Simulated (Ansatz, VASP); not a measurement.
One calculation of Si, two programs

The input INCAR:

```
PREC     = Accurate       # precision mode
ENCUT    = 520            # plane-wave cutoff, eV
EDIFF    = 1E-6           # SCF threshold, eV
ISMEAR   = 0              # smearing method
SIGMA    = 0.05           # smearing width, eV
LREAL    = F              # projectors in reciprocal space
LASPH    = T              # aspherical terms in the spheres
NELM     = 60             # most SCF steps
ALGO     = Normal         # electronic algorithm
ISIF     = 2              # what is computed and relaxed
LWAVE    = F              # write WAVECAR
LCHARG   = T              # write CHGCAR
LDIPOL   = T            
IDIPOL   = 3            
DIPOL    = 0.5 0.5 0.500
GGA      = PE             # functional
LELF     = T              # ELF
LVHAR    = T            
LVACPOTAV= T            
NBANDS   = 26             # bands
```

File KPOINTS:

```
Automatic mesh
0
Gamma
  9 9 1
```

POSCAR

```
Si
1.0
    3.8512806415      0.0000000000      0.0000000000
   -1.9256403208      3.3353068727      0.0000000000
    0.0000000000      0.0000000000     25.3486477651
Si
8
Direct
    0.6666666667      0.3333333333      0.2958737708
    0.3333333333      0.6666666667      0.3274775758
    0.3333333333      0.6666666667      0.4214233220
    0.6666666667      0.3333333333      0.4530271269
    0.6666666667      0.3333333333      0.5469728731
    0.3333333333      0.6666666667      0.5785766780
    0.3333333333      0.6666666667      0.6725224242
    0.6666666667      0.3333333333      0.7041262292
```

Input for Ansatz:

```yaml
crystal:
  lattice:
    - [3.8512806415, 0.0, 0.0]
    - [-1.9256403208, 3.3353068727, 0.0]
    - [0.0, 0.0, 25.3486477651]
  atoms:
    - { symbol: Si, position: [0.6666666667, 0.3333333333, 0.2958737708] }
    - { symbol: Si, position: [0.3333333333, 0.6666666667, 0.3274775758] }
    - { symbol: Si, position: [0.3333333333, 0.6666666667, 0.421423322] }
    - { symbol: Si, position: [0.6666666667, 0.3333333333, 0.4530271269] }
    - { symbol: Si, position: [0.6666666667, 0.3333333333, 0.5469728731] }
    - { symbol: Si, position: [0.3333333333, 0.6666666667, 0.578576678] }
    - { symbol: Si, position: [0.3333333333, 0.6666666667, 0.6725224242] }
    - { symbol: Si, position: [0.6666666667, 0.3333333333, 0.7041262292] }
basis:
  ecutwfc: 420
kpoints:
  mp_grid: { grid: [9, 9, 1] }
hamiltonian:
  xc: pbe
scf:
  occupations: { method: gaussian, width: 0.05 }
output:
  forces: true
  stress: true
  eigenvalues: true
  write_density: true
  write_potential: true
  elf: true
  volumetric_format: npy
efield:
  axis: 3
  dipole_correction: true
  ramp_width: 0.04
```

Alike in both runs: task single point; functional PBE; k mesh 9 × 9 × 1; occupations gaussian, width 0.05 eV; no spin polarisation.

|  | VASP | Ansatz |
| --- | --- | --- |
| version | VASP 6.6.1 | Ansatz 0.2.0 |
| potentials or method | VASP PAW PBE potentials, release 64 (Si), cutoff 520 eV | scalar-relativistic, plane waves, PAW |
| valence electrons in the cell | 32 | 32 |

```tsv
	VASP	Ansatz	Ansatz less VASP
gap on the k mesh at the Fermi level (eV)	none	none	-
rms of the force components (eV/Å)	0.279	0.277	-0.0017
work function, face that differs most (eV)	4.80	4.80	-0.007
```

Atom by atom the forces differ by 0.003 eV/Å (rms over components). A gap of «none» marks a metal or a gap that the smearing closes. With one functional, cell and mesh, what is left measures potentials, basis and numerics. Ansatz's warnings: xc potential rough in thin density.
